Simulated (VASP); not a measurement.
# Nb (Fm-3m) in VASP: further runs

Runs on Nb. Level: r2SCAN. Tasks: single point, relaxation of cell and atoms.

Everything below comes from runs of VASP 6.6.1. Logs are shortened: lines on timing, memory, paths and dates and some standing lists are left out, and cuts for length are marked.

## (1) The cell of the first run

It takes space group Fm-3m (No. 225, cubic). Conventional cell: a = 4.213 Å, b = 4.213 Å, c = 4.213 Å, α = 90.00°, β = 90.00°, γ = 90.00°. Nb (site symmetry m-3m) has 12 Nb at 2.98 Å within 3.9 Å.

## (2) Single point, r2SCAN

POSCAR

```
Nb
1.0
    0.0000000000      2.1064227052      2.1064227052
    2.1064227052      0.0000000000      2.1064227052
    2.1064227052      2.1064227052      0.0000000000
Nb
1
Direct
    0.0000000000      0.0000000000      0.0000000000
```

INCAR.step1

```
SYSTEM = Nb
PREC = Accurate
ENCUT = 520
ISMEAR = 0
SIGMA = 0.1
LREAL = .FALSE.
LASPH = .TRUE.
NELM = 100
NBANDS = 12
GGA = PE
ALGO = Normal
EDIFF = 1E-4
LWAVE = .TRUE.
LCHARG = .FALSE.
```

INCAR.step2

```
SYSTEM = Nb
PREC = Accurate
ENCUT = 520
EDIFF = 1E-7
ISMEAR = 0
SIGMA = 0.1
LREAL = .FALSE.
LASPH = .TRUE.
NELM = 100
ALGO = Normal
ISIF = 2
LWAVE = .FALSE.
LCHARG = .TRUE.
METAGGA = R2SCAN
LMIXTAU = .TRUE.
LELF = .TRUE.
LVHAR = .TRUE.
NBANDS = 12
ISTART = 1
```

KPOINTS

```
regular mesh
0
G
  18 18 18
  0 0 0
```

Potentials or basis: VASP PAW PBE potentials, release 64 (Nb_sv).

Started as:

```sh
$ cat potpaw_PBE.64/Nb_sv/POTCAR > POTCAR
$ cp INCAR.step1 INCAR
$ mpirun -np 1 vasp_std > vasp.out
$ cp INCAR.step2 INCAR
$ mpirun -np 1 vasp_std > vasp.out
```

OUTCAR:

```text
SYSTEM = Nb
   PREC = Accurate
   ENCUT = 520
   EDIFF = 1E-7
   ISMEAR = 0
   LREAL = .FALSE.
   LASPH = .TRUE.
   NELM = 100
   ISIF = 2
   METAGGA = R2SCAN
   ISTART = 1

 ion  position               nearest neighbor table
   1  0.000  0.000  0.000-

  LATTYP: Found a face centered cubic cell.
 ALAT       =     4.2128454104

  Lattice vectors:

 A1 = (   0.0000000000,   2.1064227052,   2.1064227052)
 A2 = (   2.1064227052,   0.0000000000,   2.1064227052)
 A3 = (   2.1064227052,   2.1064227052,   0.0000000000)

Analysis of symmetry for initial positions (statically):
=====================================================================
 Subroutine PRICEL returns:
 Original cell was already a primitive cell.

 Routine SETGRP: Setting up the symmetry group for a
 face centered cubic supercell.

 Subroutine GETGRP returns: Found 48 space group operations
 (whereof 48 operations were pure point group operations)
 out of a pool of 48 trial point group operations.

The static configuration has the point symmetry O_h .

Analysis of symmetry for dynamics (positions and initial velocities):
=====================================================================
 Subroutine PRICEL returns:
 Original cell was already a primitive cell.

 Routine SETGRP: Setting up the symmetry group for a
 face centered cubic supercell.

 Subroutine GETGRP returns: Found 48 space group operations
 (whereof 48 operations were pure point group operations)
 out of a pool of 48 trial point group operations.

The dynamic configuration has the point symmetry O_h .

 Subroutine INISYM returns: Found 48 space group operations
 (whereof 48 operations are pure point group operations),
 and found     1 'primitive' translations

----------------------------------------------------------------------------------------

                                     Primitive cell

  volume of cell :      18.6925

  direct lattice vectors                    reciprocal lattice vectors
     0.000000000  2.106422705  2.106422705    -0.237369261  0.237369261  0.237369261
     2.106422705  0.000000000  2.106422705     0.237369261 -0.237369261  0.237369261
     2.106422705  2.106422705  0.000000000     0.237369261  0.237369261 -0.237369261

  length of vectors
     2.978931558  2.978931558  2.978931558     0.411135619  0.411135619  0.411135619

  position of ions in fractional coordinates (direct lattice)
     0.000000000  0.000000000  0.000000000

  ion indices of the primitive-cell ions
   primitive index   ion index
[... 75 lines left out ...]
   EDIFFG = 0.1E-05   stopping-criterion for IOM
   NSW    =      0    number of steps for IOM
   IBRION =     -1    ionic relax: 0-MD 1-quasi-New 2-CG
   NFREE  =      0    steps in history (QN), initial steepest desc. (CG)
   ISIF   =      2    stress and relaxation
   ISYM   =      2    0-nonsym 1-usesym 2-fastsym
   POTIM  = 0.5000    time-step for ionic-motion
   TEBEG  =    0.0;   TEEND  =   0.0 temperature during run
   PSTRESS=    0.0 pullay stress
   NELECT =      13.0000    total number of electrons
   NUPDOWN=      -1.0000    fix difference up-down
   EMIN   =  10.00;   EMAX   =-10.00  energy-range for DOS
   EFERMI =   0.00;   METHOD = LEGACY
   ISMEAR =     0;   SIGMA  =   0.10  broadening in eV -4-tet -1-fermi 0-gaus
   EFERMI_NEDOS =   21; number of points for ismear=-14 and -15
   IALGO  =     38    algorithm
   IMIX   =      4    mixing-type and parameters
     AMIX     =   0.40;   BMIX     =  1.00
     AMIX_MAG =   1.60;   BMIX_MAG =  1.00
  volume/ion in A,a.u.               =      18.69       126.14
  Fermi-wavevector in a.u.,A,eV,Ry     =   1.450442  2.740938 28.623699  2.103783
  Thomas-Fermi vector in A             =   2.568054
   LORBIT       =      0    0 simple, 1 ext, 2 COOP (PROOUT), +10 PAW based schemes
   METAGGA = R2SCAN    functional components
   LHFCALC =     F    Hartree Fock is set to
   AEXX    =    0.0000 exact exchange contribution
   IVDW    =     0    specifies the selected vdW correction
   LEPSILON=     F    determine dielectric tensor
   LRPA    =     F    only Hartree local field effects (RPA)
 non-spin polarized calculation
 Gauss-broadening in eV      SIGMA  =   0.10
  energy-cutoff  :      520.00
  volume of cell :       18.69
 maximum number of plane-waves:       531
 NGX is ok and might be reduce to    24
   NGX = 11   NGY = 11   NGZ = 11

 number of electron      13.0000001 magnetization

 Free energy of the ion-electron system (eV)
  ---------------------------------------------------
  ext. energy  EPLUGINS =         0.00000000
  ---------------------------------------------------
  free energy    TOTEN  =       -24.51596580 eV

  energy without entropy =      -24.50985801  energy(sigma->0) =      -24.51291190

 E-fermi :  11.0213     XC(G=0): -13.4049

 val. band max:       11.0137700495   @ k =   0.5000   0.0000   0.0000
 cond. band min:      11.0280200221   @ k =  -0.3889   0.2222   0.1111
 fundamental gap:      0.0142499726
 Fermi energy:        11.0212886642

 k-point     1 :       0.0000    0.0000    0.0000
  band No.  band energies     occupation
      1     -45.6091      2.00000
      2     -20.2346      2.00000
      3     -20.2346      2.00000
      4     -20.2346      2.00000
      5       4.4040      2.00000
      6      11.1531      0.06225
      7      11.1531      0.06225
      8      11.1531      0.06225
      9      13.9914      0.00000
     10      13.9914      0.00000
     11      23.2623      0.00000
     12      28.5206      0.00000
[... 331 lines left out ...]
 k-point    24 :      -0.2222    0.0556    0.0000
  band No.  band energies     occupation
      1     -45.5045      2.00000
      2     -20.8645      2.00000
      3     -20.3556      2.00000
      4     -20.2990      2.00000
      5       6.3139      2.00000
      6      10.1453      2.00000
      7      11.5409      0.00000
      8      11.6709      0.00000
      9      13.5274      0.00000
     10      14.4137      0.00000
     11      24.2131      0.00000
     12      26.8057      0.00000

 [... further k-points ...]
[... 5 lines left out ...]
  --------------------------------------------------------------------------------------
  -------------------------------------------------------------------------------------
  Total       -0.0249394     -0.0249394     -0.0249394      0.0000000     -0.0000000      0.0000000
  in kB       -2.1376218     -2.1376218     -2.1376218      0.0000000     -0.0000000      0.0000000
  external PRESSURE =      -2.1376218 kB  Pullay stress =       0.0000000 kB

 VOLUME and BASIS-vectors are now :
 -----------------------------------------------------------------------------
  energy-cutoff  :      520.00
  volume of cell :       18.69
      direct lattice vectors                 reciprocal lattice vectors
     0.000000000  2.106422705  2.106422705    -0.237369261  0.237369261  0.237369261
     2.106422705  0.000000000  2.106422705     0.237369261 -0.237369261  0.237369261
     2.106422705  2.106422705  0.000000000     0.237369261  0.237369261 -0.237369261

 POSITION                                       TOTAL-FORCE (eV/Angst)
 -----------------------------------------------------------------------------------
      0.00000      0.00000      0.00000        -0.000000     -0.000000     -0.000000
 -----------------------------------------------------------------------------------
    total drift:                               -0.000000      0.000000      0.000000

  FREE ENERGIE OF THE ION-ELECTRON SYSTEM (eV)
  ---------------------------------------------------
  free  energy   TOTEN  =       -24.5159657962 eV

  energy  without entropy=      -24.5098580070  energy(sigma->0) =      -24.51291190
```

OUTCAR.step1:

```text
SYSTEM = Nb
   PREC = Accurate
   ENCUT = 520
   ISMEAR = 0
   LREAL = .FALSE.
   LASPH = .TRUE.
   NELM = 100
[... 577 lines left out ...]
 -----------------------------------------------------------------------------------
      0.00000      0.00000      0.00000         0.000000      0.000000      0.000000
 -----------------------------------------------------------------------------------
    total drift:                               -0.000000      0.000000      0.000000

  FREE ENERGIE OF THE ION-ELECTRON SYSTEM (eV)
  ---------------------------------------------------
  free  energy   TOTEN  =        -9.8977791006 eV

  energy  without entropy=       -9.8911302974  energy(sigma->0) =       -9.89445470
```

OSZICAR.step1:

```text
N       E                     dE             d eps       ncg     rms          rms(c)
DAV:   1     0.116713278180E+03    0.11671E+03   -0.72962E+03  4712   0.108E+03
DAV:   2    -0.551666344454E+01   -0.12223E+03   -0.11783E+03  5024   0.386E+02
DAV:   3    -0.100408343770E+02   -0.45242E+01   -0.43131E+01  6672   0.651E+01
DAV:   4    -0.103494551615E+02   -0.30862E+00   -0.30650E+00  6588   0.157E+01
DAV:   5    -0.103604283020E+02   -0.10973E-01   -0.10969E-01  6912   0.248E+00    0.667E+00
DAV:   6    -0.994338707528E+01    0.41704E+00   -0.65759E-01  7400   0.101E+01    0.236E+00
DAV:   7    -0.989300923537E+01    0.50378E-01   -0.20321E-01  7692   0.558E+00    0.101E+00
DAV:   8    -0.989772743110E+01   -0.47182E-02   -0.13020E-02  5572   0.150E+00    0.468E-02
DAV:   9    -0.989777910060E+01   -0.51669E-04   -0.94717E-04  7988   0.327E-01
   1 F= -.98977791E+01 E0= -.98944547E+01  d E =-.664880E-02
```

It took 59 s on 1 thread of Intel Xeon 6975P-C (Granite Rapids), shared host; peak memory 0.17 GiB.

What came out:

* Free energy: -24.5160 eV
* Pressure: -0.2 GPa

Caveat: the PAW data sets were made with another functional, which shifts forces and pressure a little.

## (3) Relaxation of cell and atoms, r2SCAN

This run uses another cell than the first one, of 18.92 Å³/atom, 1.012 times its volume.

POSCAR

```
Nb
1.0
    0.0000000000      2.1150000000      2.1150000000
    2.1150000000      0.0000000000      2.1150000000
    2.1150000000      2.1150000000      0.0000000000
Nb
1
Direct
    0.0000000000      0.0000000000      0.0000000000
```

INCAR.step1: that of step 2 with these lines changed.

```diff
@@ -2,3 +2,3 @@
 PREC = Accurate
-ENCUT = 520
+ENCUT = 600
 ISMEAR = 0
@@ -8,3 +8,2 @@
 NELM = 100
-NBANDS = 12
 GGA = PE
```

INCAR.step2

```
SYSTEM = Nb
PREC = Accurate
ENCUT = 600
EDIFF = 1E-6
ISMEAR = 0
SIGMA = 0.1
LREAL = .FALSE.
LASPH = .TRUE.
NELM = 100
ALGO = Normal
ISIF = 3
LWAVE = .FALSE.
LCHARG = .FALSE.
METAGGA = R2SCAN
LMIXTAU = .TRUE.
IBRION = 2
NSW = 100
EDIFFG = -0.005
ISTART = 1
```

KPOINTS is that of step 2.

Potentials or basis: VASP PAW PBE potentials, release 64 (Nb_sv).

Started as:

```sh
$ cat potpaw_PBE.64/Nb_sv/POTCAR > POTCAR
$ cp INCAR.step1 INCAR
$ mpirun -np 1 vasp_std > vasp.out
$ cp INCAR.step2 INCAR
$ mpirun -np 1 vasp_std > vasp.out
```

Run time: 2.1 min. Hardware: 1 thread of Intel Xeon 6975P-C (Granite Rapids), shared host; peak memory 0.19 GiB.

It converged, with:

- Free energy: -24.5146 eV
- Relaxed volume: 18.68 Å³/atom
- Relaxed cell: a = 2.978 Å, b = 2.978 Å, c = 2.978 Å, α = 60.00°, β = 60.00°, γ = 60.00°
- Space group after relaxing (to 0.05 Å): Fm-3m (No. 225)
- Energy gained by relaxing: 1.7 meV/atom
- Ionic steps: 3
- Pressure after relaxing: 0.0 GPa

The path:
```csv
step,energy change (eV),largest force (eV/Å),pressure (GPa),volume (Å³)
1,0.0000,0.0000,-2.17,18.92
2,0.0041,0.0000,4.27,18.23
3,-0.0017,0.0000,-0.02,18.68
```

Final structure:
```
CELL_PARAMETERS angstrom
0.00000 2.10579 2.10579
2.10579 0.00000 2.10579
2.10579 2.10579 0.00000
ATOMIC_POSITIONS crystal
Nb 0.00000 0.00000 0.00000
```

Levels at points of the mesh, in eV from the Fermi level:
```tsv
k point	band 2	band 3	band 4	band 5	band 6	band 7	band 8	band 9	band 10
(0.00, 0.00, 0.00)	-31.25	-31.25	-31.25	-6.62	0.13	0.13	0.13	2.97	2.97
(0.50, 0.00, 0.00)	-32.54	-31.42	-31.42	-4.08	-0.01	-0.01	1.27	4.93	4.93
(0.50, 0.50, 0.00)	-32.45	-31.71	-31.71	-4.27	-3.55	3.66	4.98	5.46	5.46
```

Caveat: the PAW data sets were made with another functional, which shifts forces and pressure a little.

## (4) Single point, r2SCAN (volume scaled by 0.88)

POSCAR

```
Nb
1.0
    0.0000000000      2.0185511154      2.0185511154
    2.0185511154      0.0000000000      2.0185511154
    2.0185511154      2.0185511154      0.0000000000
Nb
1
Direct
    0.0000000000      0.0000000000      0.0000000000
```

INCAR.step1

```
SYSTEM = Nb
  PREC = Accurate
  ENCUT = 520
  ISMEAR = 0
  SIGMA = 0.1
  LREAL = .False.
  LASPH = .True.
  NELM = 100
  NBANDS = 12
  GGA = PE
  ALGO = Normal
  EDIFF = 1E-4
  LWAVE = .True.
  LCHARG = .False.
```

INCAR.step2

```
SYSTEM = Nb
  PREC = Accurate
  ENCUT = 520
  EDIFF = 1E-7
  ISMEAR = 0
  SIGMA = 0.1
  LREAL = .False.
  LASPH = .True.
  NELM = 100
  ALGO = Normal
  ISIF = 2
  LWAVE = .False.
  LCHARG = .True.
  METAGGA = R2SCAN
  LMIXTAU = .True.
  LELF = .True.
  LVHAR = .True.
  NBANDS = 12
  ISTART = 1
```

KPOINTS

```
Automatic mesh
0
Gamma
  18 18 18
  0 0 0
```

Started as:

```sh
$ cat potpaw_PBE.64/Nb_sv/POTCAR > POTCAR
$ cp INCAR.step1 INCAR
$ mpirun -np 1 vasp_std > vasp.out
$ cp INCAR.step2 INCAR
$ mpirun -np 1 vasp_std > vasp.out
```

It took 46 s on 1 thread of Intel Xeon 6975P-C (Granite Rapids), shared host; peak memory 0.17 GiB.

Results (log left out):

```
Free energy : -24.3467 eV
Pressure    : 26.6 GPa
```

Levels at points of the mesh, in eV from the Fermi level:
```tsv
k point	band 4	band 5	band 6	band 7	band 8	band 9
(0.00, 0.00, 0.00)	-30.85	-6.87	0.00	0.00	0.00	3.34
(0.50, 0.00, 0.00)	-31.09	-4.62	-0.20	-0.20	1.86	5.71
(0.50, 0.50, 0.00)	-31.52	-5.09	-4.29	4.59	5.76	6.38
```

Caveat: the cell differs from its parent crystal (volume scaled by 0.88); the PAW data sets were made with another functional, which shifts forces and pressure a little.

## (5) Single point, r2SCAN (volume scaled by 0.91)

POSCAR

```
Nb
1.0
    0.0000000000      2.0412333636      2.0412333636
    2.0412333636      0.0000000000      2.0412333636
    2.0412333636      2.0412333636      0.0000000000
Nb
1
Direct
    0.0000000000      0.0000000000      0.0000000000
```

INCAR.step1

```
SYSTEM = Nb
PREC     = Accurate       ! precision mode
ENCUT    = 520            ! plane-wave cutoff, eV
ISMEAR   = 0              ! smearing method
SIGMA    = 0.1            ! smearing width, eV
LREAL    = .False.        ! projectors in reciprocal space
LASPH    = .True.         ! aspherical terms in the spheres
NELM     = 60             ! most SCF steps
NBANDS   = 12             ! bands
GGA      = PE             ! functional
ALGO     = Normal         ! electronic algorithm
EDIFF    = 1E-4           ! SCF threshold, eV
LWAVE    = .True.         ! write WAVECAR
LCHARG   = .False.        ! write CHGCAR
```

INCAR.step2

```
SYSTEM = Nb
PREC     = Accurate       ! precision mode
ENCUT    = 520            ! plane-wave cutoff, eV
EDIFF    = 1E-7           ! SCF threshold, eV
ISMEAR   = 0              ! smearing method
SIGMA    = 0.1            ! smearing width, eV
LREAL    = .False.        ! projectors in reciprocal space
LASPH    = .True.         ! aspherical terms in the spheres
NELM     = 60             ! most SCF steps
ALGO     = Normal         ! electronic algorithm
ISIF     = 2              ! what is computed and relaxed
LWAVE    = .False.        ! write WAVECAR
LCHARG   = .False.        ! write CHGCAR
METAGGA  = R2SCAN         ! meta-GGA
LMIXTAU  = .True.       
NBANDS   = 12             ! bands
ISTART   = 1
```

KPOINTS is that of step 4.

Started as:

```sh
$ cat potpaw_PBE.64/Nb_sv/POTCAR > POTCAR
$ cp INCAR.step1 INCAR
$ mpirun -np 1 vasp_std > vasp.out
$ cp INCAR.step2 INCAR
$ mpirun -np 1 vasp_std > vasp.out
```

Wall time 45 s (1 thread of Intel Xeon 6975P-C (Granite Rapids), shared host); peak memory 0.17 GiB.

Results (log left out):

| Item | Value |
| --- | --- |
| Free energy | -24.4257 eV |
| Pressure | 18.5 GPa |

Levels at points of the mesh, in eV from the Fermi level:
```tsv
k point	band 2	band 3	band 4	band 5	band 6	band 7	band 8	band 9	band 10	band 11
(0.00, 0.00, 0.00)	-30.96	-30.96	-30.96	-6.82	0.04	0.04	0.04	3.24	3.24	12.30
(0.50, 0.00, 0.00)	-32.68	-31.18	-31.18	-4.47	-0.15	-0.15	1.68	5.50	5.50	12.13
(0.50, 0.50, 0.00)	-32.56	-31.56	-31.56	-4.86	-4.08	4.32	5.55	6.12	6.12	12.71
```

Caveat: the cell differs from its parent crystal (volume scaled by 0.91); the PAW data sets were made with another functional, which shifts forces and pressure a little.

[end of part 1 of 2]
